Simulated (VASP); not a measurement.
NaH: single point with PBE

NaH:

```xyz
2
Lattice="0.0599 2.3975 2.3975 2.3975 0.0599 2.3975 2.4575 2.4575 0.0000" Properties=species:S:1:pos:R:3 pbc="T T T"
Na    0.0000    0.0000    0.0000
H     2.4575    2.4575    2.3975
```

This cell differs from its parent crystal: shear xy strain +5.0%.

```
Program                : VASP 6.6.1
Task                   : single point
Functional             : PBE
Potentials or basis    : VASP PAW PBE potentials, release 64 (Na_pv, H)
Cutoff                 : 520 eV
k mesh                 : 6 × 6 × 6
Occupations            : gaussian, width 0.01 eV
Spin                   : no spin polarisation
Dipole correction      : no
Further INCAR settings : ALGO = Normal; EDIFF = 1e-07; NBANDS = 11
```

```yaml
Pressure: 0.5 GPa
Band_gap_on_the_k_mesh: 3.69 eV, indirect (least direct gap 4.62 eV)
```

Stress tensor (GPa, compression positive):
```
 0.56 -1.15  0.00
-1.15  0.56  0.00
 0.00  0.00  0.48
```

Levels at points of the mesh, in eV from the valence-band top:
| k point | band 1 | band 2 | band 3 | band 4 | band 5 | band 6 | band 7 | band 8 | band 9 |
| --- | --- | --- | --- | --- | --- | --- | --- | --- | --- |
| (0.00, 0.00, 0.00) | -22.03 | -22.03 | -22.03 | -3.65 | 10.64 | 15.24 | 15.87 | 16.16 | 16.43 |
| (0.50, 0.00, 0.00) | -22.14 | -22.05 | -22.04 | -0.72 | 3.99 | 10.80 | 13.12 | 13.57 | 16.20 |
| (0.50, 0.50, 0.00) | -22.12 | -22.07 | -22.06 | -0.15 | 4.72 | 10.06 | 10.24 | 11.51 | 12.18 |
| (0.00, 0.00, 0.50) | -22.12 | -22.05 | -22.04 | -0.94 | 3.69 | 11.16 | 13.56 | 14.07 | 16.76 |
| (0.50, 0.00, 0.50) | -22.13 | -22.06 | -22.06 | -0.13 | 4.73 | 10.16 | 10.86 | 10.87 | 12.05 |

Wall time 15 s on 1 thread of Intel(R) Xeon(R) 6975P-C (Granite Rapids), with other jobs on the host, peak memory 0.15 GiB.

Caveat: the cell differs from its parent crystal (shear xy strain +5.0%). A k mesh can miss the band edges.
